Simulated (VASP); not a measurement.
# HfN in VASP: further runs, part 2 of 2

VASP 6.6.1. Earlier steps stand in the parts before.

### Step 3. Single point, PBE

INCAR reads:

```
PREC = Accurate
ENCUT = 520
EDIFF = 1E-6
ISMEAR = 0
SIGMA = 0.15
LREAL = False
LASPH = True
NELM = 80
ALGO = Normal
ISIF = 2
LWAVE = False
LCHARG = True
GGA = PE
LELF = True
LVHAR = True
NBANDS = 14
```

KPOINTS reads:

```
Automatic mesh
0
Gamma
  12 12 12
```

POSCAR reads:

```
HfN
1.0
    0.0001319336      2.2736894525      2.2736390351
    2.2738037341     -0.0000103972      2.2737813660
    2.2736820026      2.2737100519      0.0001113342
Hf N
1 1
Direct
   -0.0000014613     -0.0000001573      0.0000012828
    0.5000014613      0.5000001573      0.4999987172
```

Potentials or basis: VASP PAW PBE potentials, release 64 (Hf_pv, N).

Launch:

```sh
$ cat potpaw_PBE.64/Hf_pv/POTCAR potpaw_PBE.64/N/POTCAR > POTCAR
$ mpirun -np 1 vasp_std > vasp.out
```

OUTCAR:

```text
PREC = Accurate
   ENCUT = 520
   EDIFF = 1E-6
   ISMEAR = 0
   LREAL = False
   LASPH = True
   NELM = 80
   ISIF = 2
   GGA = PE

 ion  position               nearest neighbor table
   1  1.000  1.000  0.000-   2 2.27   2 2.27   2 2.27   2 2.27   2 2.27   2 2.27
   2  0.500  0.500  0.500-   1 2.27   1 2.27   1 2.27   1 2.27   1 2.27   1 2.27

  LATTYP: Found a base centered monoclinic cell.
 ALAT       =     5.5693150045
 B/A-ratio  =     0.5773830821
 C/A-ratio  =     0.5773186690
[... 599 lines left out ...]
------------------------ aborting loop because EDIFF is reached ----------------------------------------

  FORCE on cell =-STRESS in cart. coord.  units (eV):
  Direction    XX          YY          ZZ          XY          YZ          ZX
  --------------------------------------------------------------------------------------
  -------------------------------------------------------------------------------------
  Total       -0.3421509     -0.3432283     -0.3421442     -0.0001981      0.0002015     -0.0021002
  in kB      -23.3190563    -23.3924833    -23.3185976     -0.0134981      0.0137353     -0.1431350
  external PRESSURE =     -23.3433791 kB  Pullay stress =       0.0000000 kB

 VOLUME and BASIS-vectors are now :
 -----------------------------------------------------------------------------
  energy-cutoff  :      520.00
  volume of cell :       23.51
      direct lattice vectors                 reciprocal lattice vectors
     0.000131934  2.273689453  2.273639035    -0.219920876  0.219907394  0.219924045
     2.273803734 -0.000010397  2.273781366     0.219896341 -0.219904396  0.219896512
     2.273682003  2.273710052  0.000111334     0.219919889  0.219903409 -0.219921047

 POSITION                                       TOTAL-FORCE (eV/Angst)
 -----------------------------------------------------------------------------------
      2.27394      2.27368      4.54742        -0.000000      0.000000      0.000000
      2.27381      2.27369      2.27377         0.000000      0.000000     -0.000000
 -----------------------------------------------------------------------------------
    total drift:                                0.001118     -0.000177     -0.001607

  FREE ENERGIE OF THE ION-ELECTRON SYSTEM (eV)
  ---------------------------------------------------
  free  energy   TOTEN  =       -21.7656684223 eV

  energy  without entropy=      -21.7616618364  energy(sigma->0) =      -21.76366513
```

It took 36 s on 1 thread of Intel Xeon 6975P-C (Granite Rapids), shared host; peak memory 0.27 GiB.

What came out:

- Free energy: -21.7657 eV
- Pressure: -2.3 GPa
- Band gap on the k mesh: zero (an odd number of electrons rules out a gap without spin polarisation)

Caveat: spin-orbit coupling is left out, which moves the levels of the heavy elements.

### Step 4. Relaxation of cell and atoms, PBE

INCAR reads:

```
ALGO = Normal
EDIFF = 1E-6
EDIFFG = -0.01
ENCUT = 600
GGA = PE
IBRION = 2
ISIF = 3
ISMEAR = 0
LASPH = T
LCHARG = F
LREAL = F
LWAVE = F
NELM = 80
NSW = 100
PREC = Accurate
SIGMA = 0.15
```

KPOINTS reads:

```
k-points
0
Gamma
  12 12 12
```

POSCAR reads:

```
HfN
1.0
    0.0000000000      2.2738965622      2.2738965622
    2.2738965622      0.0000000000      2.2738965622
    2.2738965622      2.2738965622      0.0000000000
Hf N
1 1
Direct
   -0.0157964002     -0.0030309551      0.0142898829
    0.5157964002      0.5030309551      0.4857101171
```

Launch:

```sh
$ cat potpaw_PBE.64/Hf_pv/POTCAR potpaw_PBE.64/N/POTCAR > POTCAR
$ mpirun -np 1 vasp_std > vasp.out
```

Wall time 7.4 min (1 thread of Intel Xeon 6975P-C (Granite Rapids), shared host); peak memory 0.47 GiB.

It converged, with:

* Free energy: -21.7694 eV
* Relaxed volume: 11.64 Å³/atom
* Relaxed cell: a = 3.205 Å, b = 3.206 Å, c = 3.205 Å, α = 60.00°, β = 59.99°, γ = 59.99°
* Space group after relaxing (to 0.1 Å): Fm-3m (No. 225)
* Energy gained by relaxing: 28.4 meV/atom
* Ionic steps: 8
* Pressure after relaxing: 0.1 GPa
* Largest force after relaxing: 0.007 eV/Å
* Band gap on the k mesh: zero (an odd number of electrons rules out a gap without spin polarisation)

Forces in eV/Å, atoms in the order of the input:
```
Hf   0.003  0.000 -0.007
N   -0.003  0.000  0.007
```

Stress tensor (GPa, compression positive):
```
 0.09  0.00 -0.05
 0.00  0.12  0.01
-0.05  0.01  0.00
```

Step by step:
```
step  energy change (eV)  largest force (eV/Å)  pressure (GPa)  volume (Å³)
   1              0.0000                1.0979           -1.22        23.51
   2             -0.0544                0.0656            1.01        23.21
   3             -0.0550                0.0448            0.65        23.24
   4             -0.0556                0.0644           -0.95        23.38
   5             -0.0567                0.0147           -0.24        23.32
   6             -0.0567                0.0135           -0.26        23.32
   7             -0.0567                0.0004            0.40        23.26
   8             -0.0567                0.0073            0.07        23.29
```

Final structure:
```yaml
crystal:
  lattice:
    - [0.00045, 2.26631, 2.26679]
    - [2.26689, -0.00001, 2.26725]
    - [2.26652, 2.26641, 0.00035]
  atoms:
    - { symbol: Hf, position: [0.00010, 0.00003, 0.99991] }
    - { symbol: N, position: [0.49990, 0.49997, 0.50009] }
```

Levels at points of the mesh, in eV from the Fermi level:
| k point | band 4 | band 5 | band 6 | band 7 | band 8 | band 9 | band 10 | band 11 |
| --- | --- | --- | --- | --- | --- | --- | --- | --- |
| (0.00, 0.00, 0.00) | -17.47 | -3.04 | -3.04 | -3.04 | -0.36 | -0.36 | -0.35 | 1.68 |
| (0.50, 0.00, 0.00) | -14.81 | -8.85 | -6.15 | -6.15 | 3.22 | 3.64 | 3.64 | 4.36 |
| (0.00, 0.50, 0.00) | -14.81 | -8.85 | -6.15 | -6.15 | 3.21 | 3.64 | 3.64 | 4.36 |
| (0.00, 0.00, 0.50) | -14.81 | -8.85 | -6.15 | -6.15 | 3.22 | 3.64 | 3.64 | 4.36 |
| (0.50, 0.50, 0.50) | -14.81 | -8.85 | -6.15 | -6.15 | 3.21 | 3.64 | 3.64 | 4.36 |
| (0.50, 0.50, 0.00) | -16.38 | -5.43 | -3.78 | -3.71 | -3.71 | 4.03 | 5.43 | 5.46 |
| (0.00, 0.50, 0.50) | -16.38 | -5.43 | -3.78 | -3.71 | -3.71 | 4.03 | 5.43 | 5.45 |
| (0.50, 0.00, 0.50) | -16.38 | -5.43 | -3.78 | -3.71 | -3.71 | 4.03 | 5.43 | 5.46 |

Caveat: spin-orbit coupling is left out, which moves the levels of the heavy elements.

### Step 5. Summary

```csv
task,cell,cutoff (eV),gap on the mesh (eV),pressure (GPa),largest force (eV/Å)
single point,"a = 3.216 Å, angles 60.0°, 2 atoms, atomic positions A",520,none,-1.1,1.10
single point,"a = 3.215 Å, angles 60.0°, 2 atoms, atomic positions B",520,none,-2.3,-
relaxation of cell and atoms,"relaxed from a = 3.216 Å, angles 60.0°, 2 atoms, atomic positions A",600,none,0.1,0.01
```

Alike in all rows: level PBE; potentials or basis VASP PAW PBE potentials, release 64 (Hf_pv, N); no spin polarisation; k mesh 12 × 12 × 12; smearing gaussian 0.15 eV.

Caveats: spin-orbit coupling is left out, which moves the levels of the heavy elements; forces of over 1 eV/Å act on the atoms, so gaps and moduli don't describe the material at rest (at least some runs).

Absolute energies hang on the potentials; compare differences alone.
